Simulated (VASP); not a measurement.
# TiB2 (P6/mmm) in VASP: a series of runs, part 2 of 2

VASP 6.6.1.

## 5. Single point, RPBE

Input file INCAR:

```
SYSTEM = TiB2
ALGO = Normal
EDIFF = 1E-7
ENCUT = 520
GGA = RP
ISIF = 2
ISMEAR = -1
LASPH = .TRUE.
LCHARG = .FALSE.
LREAL = .FALSE.
LWAVE = .FALSE.
NBANDS = 16
NELM = 100
PREC = Accurate
SIGMA = 0.05
```

Input file KPOINTS:

```
k-points
0
G
  10 10 8
  0 0 0
```

Input file POSCAR:

```
TiB2
1.0
    3.0292000000      0.0000000000      0.0000000000
   -1.5146000000      2.6233641531      0.0000000000
    0.0000000000      0.0000000000      3.2284000000
Ti B
1 2
Direct
    0.0000000000      0.0000000000      0.0000000000
    0.6666666667      0.3333333333      0.5000000000
    0.3333333333      0.6666666667      0.5000000000
```

Potentials or basis: VASP PAW PBE potentials, release 64 (Ti_sv, B).

Command:

```console
$ cat potpaw_PBE.64/Ti_sv/POTCAR potpaw_PBE.64/B/POTCAR > POTCAR
$ mpirun -np 1 vasp_std > vasp.out
```

Wall time 9.8 s (1 thread of Intel Xeon 6975P-C (Granite Rapids), shared host); peak memory 0.15 GiB.

It converged, with:

```
Free energy            : -23.3169 eV
Pressure               : 5.0 GPa
Band gap on the k mesh : zero (band 9 reaches 10.51 eV, above the bottom of band 10 at 9.94 eV)
```

Stress tensor (GPa, compression positive):
```
5.24 0.00 0.00
0.00 5.24 0.00
0.00 0.00 4.50
```

Levels at points of the mesh, in eV from the Fermi level:
```csv
k point,band 7,band 8,band 9,band 10,band 11,band 12
"(0.00, 0.00, 0.00)",-2.55,-2.29,-2.06,1.95,1.95,3.72
"(0.50, 0.00, 0.00)",-3.22,-3.17,-2.21,1.39,2.80,3.28
"(0.00, 0.00, 0.50)",-0.49,-0.49,-0.12,-0.12,0.49,0.49
"(0.50, 0.00, 0.50)",-4.59,-3.78,-3.12,2.55,2.98,4.51
```

Caveat: the PAW data sets were made with another functional, which shifts forces and pressure a little.

## 6. Single point, revPBE

Input file INCAR:

```
PREC = Accurate
ENCUT = 520
EDIFF = 1E-6
ISMEAR = -1
SIGMA = 0.05
LREAL = F
LASPH = T
NELM = 100
ALGO = Normal
ISIF = 2
LWAVE = F
LCHARG = F
GGA = RE
NBANDS = 16
```

Input file KPOINTS:

```
regular mesh
0
Gamma
  10 10 8
```

POSCAR is that of step 5.

Potentials or basis: VASP PAW PBE potentials, release 64 (Ti_sv, B).

Command:

```console
$ cat potpaw_PBE.64/Ti_sv/POTCAR potpaw_PBE.64/B/POTCAR > POTCAR
$ mpirun -np 1 vasp_std > vasp.out
```

OUTCAR:

```text
PREC = Accurate
   ENCUT = 520
   EDIFF = 1E-6
   ISMEAR = -1
   LREAL = F
   LASPH = T
   NELM = 100
   ISIF = 2
   GGA = RE

 ion  position               nearest neighbor table
   1  0.000  0.000  0.000-   2 2.38   3 2.38   2 2.38   3 2.38   3 2.38   3 2.38   2 2.38   2 2.38
                             2 2.38   2 2.38   3 2.38   3 2.38
   2  0.667  0.333  0.500-   3 1.75   3 1.75   3 1.75   1 2.38   1 2.38   1 2.38   1 2.38   1 2.38
                             1 2.38
   3  0.333  0.667  0.500-   2 1.75   2 1.75   2 1.75   1 2.38   1 2.38   1 2.38   1 2.38   1 2.38
                             1 2.38

  LATTYP: Found a hexagonal cell.
[... 646 lines left out ...]
     16      19.6006      0.00000

 [... further k-points ...]
[... 5 lines left out ...]
  --------------------------------------------------------------------------------------
  -------------------------------------------------------------------------------------
  Total        0.6696562      0.6696562      0.5512769      0.0000000      0.0000000      0.0000000
  in kB       41.8204439     41.8204439     34.4275822      0.0000000      0.0000000      0.0000000
  external PRESSURE =      39.3561567 kB  Pullay stress =       0.0000000 kB

 VOLUME and BASIS-vectors are now :
 -----------------------------------------------------------------------------
  energy-cutoff  :      520.00
  volume of cell :       25.66
      direct lattice vectors                 reciprocal lattice vectors
     3.029200000  0.000000000  0.000000000     0.330120164  0.190594965  0.000000000
    -1.514600000  2.623364153  0.000000000     0.000000000  0.381189931  0.000000000
     0.000000000  0.000000000  3.228400000     0.000000000  0.000000000  0.309750960

 POSITION                                       TOTAL-FORCE (eV/Angst)
 -----------------------------------------------------------------------------------
      0.00000      0.00000      0.00000         0.000000      0.000000     -0.000000
      1.51460      0.87445      1.61420         0.000000      0.000000      0.000000
     -0.00000      1.74891      1.61420        -0.000000      0.000000     -0.000000
 -----------------------------------------------------------------------------------
    total drift:                               -0.000000      0.000000      0.000000

  FREE ENERGIE OF THE ION-ELECTRON SYSTEM (eV)
  ---------------------------------------------------
  free  energy   TOTEN  =       -23.5620802853 eV

  energy  without entropy=      -23.5557046647  energy(sigma->0) =      -23.55889247
```

stdout:

```text
POSCAR found type information on POSCAR TiB
 POSCAR found :  2 types and       3 ions
 scaLAPACK will be used
 -----------------------------------------------------------------------------
|                                                                             |
|                                                                             |
|     You enforced a specific xc type in the INCAR file but a different       |
|     I HOPE YOU KNOW WHAT YOU ARE DOING!                                     |
|                                                                             |
 -----------------------------------------------------------------------------

 LDA part: xc-table for (Slater+PW92), standard interpolation
 POSCAR, INCAR and KPOINTS ok, starting setup
 FFT: planning ... GRIDC
 FFT: planning ... GRID_SOFT
 FFT: planning ... GRID
 WAVECAR not read
 entering main loop
```

Run time: 8.6 s. Hardware: 1 thread of Intel Xeon 6975P-C (Granite Rapids), shared host; peak memory 0.15 GiB.

What came out:

* Free energy: -23.5621 eV
* Pressure: 3.9 GPa
* Band gap on the k mesh: zero (band 9 reaches 10.48 eV, above the bottom of band 10 at 9.91 eV)

Stress tensor (GPa, compression positive):
```
4.18 0.00 0.00
0.00 4.18 0.00
0.00 0.00 3.44
```

Caveat: the PAW data sets were made with another functional, which shifts forces and pressure a little.

## 7. Summary

```csv
level,potentials or basis,cell,smearing,gap on the mesh (eV),pressure (GPa)
PBE,"VASP PAW PBE potentials, release 64 (Ti_sv, B)","a = 3.029, b = 3.029, c = 3.228 Å, angles 90.0, 90.0, 120.0°, 3 atoms",gaussian 0.011 eV,none,0.5
PBE,"VASP PAW PBE potentials, release 64 (Ti_sv, B)","a = 3.031, b = 3.031, c = 3.228 Å, angles 90.0, 90.0, 120.0°, 3 atoms",fermi-dirac 0.05 eV,none,0.2
LDA,"VASP PAW LDA potentials, release 64 (Ti_sv, B)","a = 3.029, b = 3.029, c = 3.228 Å, angles 90.0, 90.0, 120.0°, 3 atoms",fermi-dirac 0.05 eV,none,-10.7
RPBE,"VASP PAW PBE potentials, release 64 (Ti_sv, B)","a = 3.029, b = 3.029, c = 3.228 Å, angles 90.0, 90.0, 120.0°, 3 atoms",fermi-dirac 0.05 eV,none,5.0
revPBE,"VASP PAW PBE potentials, release 64 (Ti_sv, B)","a = 3.029, b = 3.029, c = 3.228 Å, angles 90.0, 90.0, 120.0°, 3 atoms",fermi-dirac 0.05 eV,none,3.9
```

Alike in all rows: task single point; no spin polarisation; k mesh 10 × 10 × 8; cutoff (eV) 520.

Caveats: the PAW data sets were made with another functional, which shifts forces and pressure a little (some runs).

Total energies depend on the potentials used, so only differences within one code and one set of settings carry meaning.
